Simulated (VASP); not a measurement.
# MgO2 (R-3m) in VASP: single point with LDA

Aim: the single point of MgO2 with LDA.

Program: VASP 6.6.1. These are calculated values, not measurements. Logs are shortened: lines on timing, memory, paths and dates and some standing lists are left out, and cuts for length are marked.

### 1 The cell of the first run

Symmetry: R-3m, No. 166, trigonal system. The conventional cell has a = 3.210 Å, b = 3.210 Å, c = 10.482 Å, α = 90.00°, β = 90.00°, γ = 120.00°. Within 2.8 Å of Mg (site symmetry -3m) lie 6 O at 2.11 Å. Within 2.0 Å of O (site symmetry 3m) lie 1 O at 1.49 Å.

### 2 Single point, LDA

INCAR reads:

```
SYSTEM = MgO2
ALGO = Normal
EDIFF = 1E-6
ENCUT = 750
GGA_COMPAT = .FALSE.
ISIF = 2
ISMEAR = 0
LASPH = .TRUE.
LCHARG = .TRUE.
LELF = .TRUE.
LREAL = .FALSE.
LVHAR = .TRUE.
LWAVE = .FALSE.
NBANDS = 18
NELM = 120
PREC = Accurate
SIGMA = 0.1
```

KPOINTS reads:

```
k-points
0
G
  6 6 6
  0 0 0
```

POSCAR reads:

```
MgO2
1.0
    1.6047610160      0.9265092046      3.4939788749
   -1.6047610160      0.9265092046      3.4939788749
    0.0000000000     -1.8530184092      3.4939788749
Mg O
1 2
Direct
    0.0000000000      0.0000000000      0.0000000000
    0.4287860000      0.4287860000      0.4287860000
    0.5712140000      0.5712140000      0.5712140000
```

Potentials or basis: VASP PAW LDA potentials, release 64 (Mg_sv, O).

On the command line:

```
> cat potpaw_LDA.64/Mg_sv/POTCAR potpaw_LDA.64/O/POTCAR > POTCAR
> mpirun -np 1 vasp_std > vasp.out
```

OUTCAR:

```text
SYSTEM = MgO2
   EDIFF = 1E-6
   ENCUT = 750
   ISIF = 2
   ISMEAR = 0
   LASPH = .TRUE.
   LREAL = .FALSE.
   NELM = 120
   PREC = Accurate

 ion  position               nearest neighbor table
   1  0.000  0.000  0.000-   3 2.11   3 2.11   2 2.11   2 2.11   3 2.11   2 2.11
   2  0.429  0.429  0.429-   3 1.49   1 2.11   1 2.11   1 2.11
   3  0.571  0.571  0.571-   2 1.49   1 2.11   1 2.11   1 2.11

  LATTYP: Found a trigonal (rhomboedric) cell.
 ALAT       =     3.9549419216
 COS(alpha) =     0.6707160928

  Lattice vectors:

 A1 = (   1.6047610160,   0.9265092046,   3.4939788749)
 A2 = (  -1.6047610160,   0.9265092046,   3.4939788749)
 A3 = (   0.0000000000,  -1.8530184092,   3.4939788749)

Analysis of symmetry for initial positions (statically):
=====================================================================
 Subroutine PRICEL returns:
 Original cell was already a primitive cell.

 Routine SETGRP: Setting up the symmetry group for a
 trigonal (rhombohedral) supercell.

 Subroutine GETGRP returns: Found 12 space group operations
 (whereof 12 operations were pure point group operations)
 out of a pool of 12 trial point group operations.

The static configuration has the point symmetry D_3d.

Analysis of symmetry for dynamics (positions and initial velocities):
=====================================================================
 Subroutine PRICEL returns:
 Original cell was already a primitive cell.

 Routine SETGRP: Setting up the symmetry group for a
 trigonal (rhombohedral) supercell.

 Subroutine GETGRP returns: Found 12 space group operations
 (whereof 12 operations were pure point group operations)
 out of a pool of 12 trial point group operations.

The dynamic configuration has the point symmetry D_3d.

 Subroutine INISYM returns: Found 12 space group operations
 (whereof 12 operations are pure point group operations),
 and found     1 'primitive' translations

----------------------------------------------------------------------------------------

                                     Primitive cell

  volume of cell :      31.1696

  direct lattice vectors                    reciprocal lattice vectors
     1.604761016  0.926509205  3.493978875     0.311572873  0.179886682  0.095402218
    -1.604761016  0.926509205  3.493978875    -0.311572873  0.179886682  0.095402218
     0.000000000 -1.853018409  3.493978875     0.000000000 -0.359773364  0.095402218

  length of vectors
     3.954941922  3.954941922  3.954941922     0.372207545  0.372207545  0.372207545
[... 83 lines left out ...]
   EDIFF  = 0.1E-05   stopping-criterion for ELM
   LREAL  =      F    real-space projection
   EDIFFG = 0.1E-04   stopping-criterion for IOM
   NSW    =      0    number of steps for IOM
   IBRION =     -1    ionic relax: 0-MD 1-quasi-New 2-CG
   NFREE  =      0    steps in history (QN), initial steepest desc. (CG)
   ISIF   =      2    stress and relaxation
   ISYM   =      2    0-nonsym 1-usesym 2-fastsym
   POTIM  = 0.5000    time-step for ionic-motion
   TEBEG  =    0.0;   TEEND  =   0.0 temperature during run
   PSTRESS=    0.0 pullay stress
   NELECT =      22.0000    total number of electrons
   NUPDOWN=      -1.0000    fix difference up-down
   EMIN   =  10.00;   EMAX   =-10.00  energy-range for DOS
   EFERMI =   0.00;   METHOD = LEGACY
   ISMEAR =     0;   SIGMA  =   0.10  broadening in eV -4-tet -1-fermi 0-gaus
   EFERMI_NEDOS =   21; number of points for ismear=-14 and -15
   IALGO  =     38    algorithm
   IMIX   =      4    mixing-type and parameters
     AMIX     =   0.40;   BMIX     =  1.00
     AMIX_MAG =   1.60;   BMIX_MAG =  1.00
  volume/ion in A,a.u.               =      10.39        70.11
  Fermi-wavevector in a.u.,A,eV,Ry     =   1.457601  2.754466 28.906928  2.124599
  Thomas-Fermi vector in A             =   2.574383
   LORBIT       =      0    0 simple, 1 ext, 2 COOP (PROOUT), +10 PAW based schemes
   GGA     = CA    functional components
   LHFCALC =     F    Hartree Fock is set to
   AEXX    =    0.0000 exact exchange contribution
   IVDW    =     0    specifies the selected vdW correction
   LEPSILON=     F    determine dielectric tensor
   LRPA    =     F    only Hartree local field effects (RPA)
 non-spin polarized calculation
 Gauss-broadening in eV      SIGMA  =   0.10
  energy-cutoff  :      750.00
  volume of cell :       31.17
 maximum number of plane-waves:      1467
   NGX = 17   NGY = 17   NGZ = 17

 number of electron      22.0000002 magnetization

 Free energy of the ion-electron system (eV)
  ---------------------------------------------------
  ext. energy  EPLUGINS =         0.00000000
  ---------------------------------------------------
  free energy    TOTEN  =       -18.28299054 eV

  energy without entropy =      -18.28299054  energy(sigma->0) =      -18.28299054

 E-fermi :   2.8642     XC(G=0): -11.0044

 val. band max:        2.1943683318   @ k =   0.5000   0.5000   0.5000
 cond. band min:       4.3535576497   @ k =   0.5000   0.5000   0.5000
 fundamental gap:      2.1591893179
 Fermi energy:         2.8642476287

 k-point     1 :       0.0000    0.0000    0.0000
  band No.  band energies     occupation
      1     -70.3371      2.00000
      2     -37.8480      2.00000
      3     -37.8226      2.00000
      4     -37.8226      2.00000
      5     -18.8710      2.00000
      6     -12.0054      2.00000
[... 481 lines left out ...]
      5     -18.2257      2.00000
      6     -12.7739      2.00000
[... 10 lines left out ...]
     17      17.3470      0.00000
     18      19.5913      0.00000

 [... further k-points ...]

------------------------ aborting loop because EDIFF is reached ----------------------------------------

  FORCE on cell =-STRESS in cart. coord.  units (eV):
  Direction    XX          YY          ZZ          XY          YZ          ZX
  --------------------------------------------------------------------------------------
  -------------------------------------------------------------------------------------
  Total       -1.7177245     -1.7177245     -2.3204754      0.0000000      0.0000000      0.0000000
  in kB      -88.2942604    -88.2942604   -119.2767834      0.0000000      0.0000000      0.0000000
  external PRESSURE =     -98.6217681 kB  Pullay stress =       0.0000000 kB

 VOLUME and BASIS-vectors are now :
 -----------------------------------------------------------------------------
  energy-cutoff  :      750.00
  volume of cell :       31.17
      direct lattice vectors                 reciprocal lattice vectors
     1.604761016  0.926509205  3.493978875     0.311572873  0.179886682  0.095402218
    -1.604761016  0.926509205  3.493978875    -0.311572873  0.179886682  0.095402218
     0.000000000 -1.853018409  3.493978875     0.000000000 -0.359773364  0.095402218

 POSITION                                       TOTAL-FORCE (eV/Angst)
 -----------------------------------------------------------------------------------
      0.00000      0.00000      0.00000         0.000000     -0.000000      0.000000
      0.00000      0.00000      4.49451         0.000000      0.000000      0.279048
      0.00000      0.00000      5.98743         0.000000      0.000000     -0.279048
 -----------------------------------------------------------------------------------
    total drift:                               -0.000000     -0.000000      0.000000

  FREE ENERGIE OF THE ION-ELECTRON SYSTEM (eV)
  ---------------------------------------------------
  free  energy   TOTEN  =       -18.2829905354 eV

  energy  without entropy=      -18.2829905354  energy(sigma->0) =      -18.28299054
```

stdout:

```text
POSCAR found type information on POSCAR MgO
 POSCAR found :  2 types and       3 ions
 scaLAPACK will be used
 LDA part: xc-table for (Slater(with rela. corr.)+CA(PZ))
 , standard interpolation
 POSCAR, INCAR and KPOINTS ok, starting setup
 FFT: planning ... GRIDC
 FFT: planning ... GRID_SOFT
 FFT: planning ... GRID
 WAVECAR not read
 entering main loop
```

Wall time 31 s (1 thread of Intel Xeon Platinum 8488C (Sapphire Rapids), shared host); peak memory 0.17 GiB.

Results:

| Property | Result |
| --- | --- |
| Free energy | -18.2830 eV |
| Pressure | -9.9 GPa |
| Largest force | 0.279 eV/Å |
| Band gap on the k mesh | 2.16 eV |

Forces in eV/Å, atoms in the order of the input:
```
Mg   0.000  0.000  0.000
O    0.000  0.000  0.279
O    0.000  0.000 -0.279
```

Caveat: the cell stands under tension.
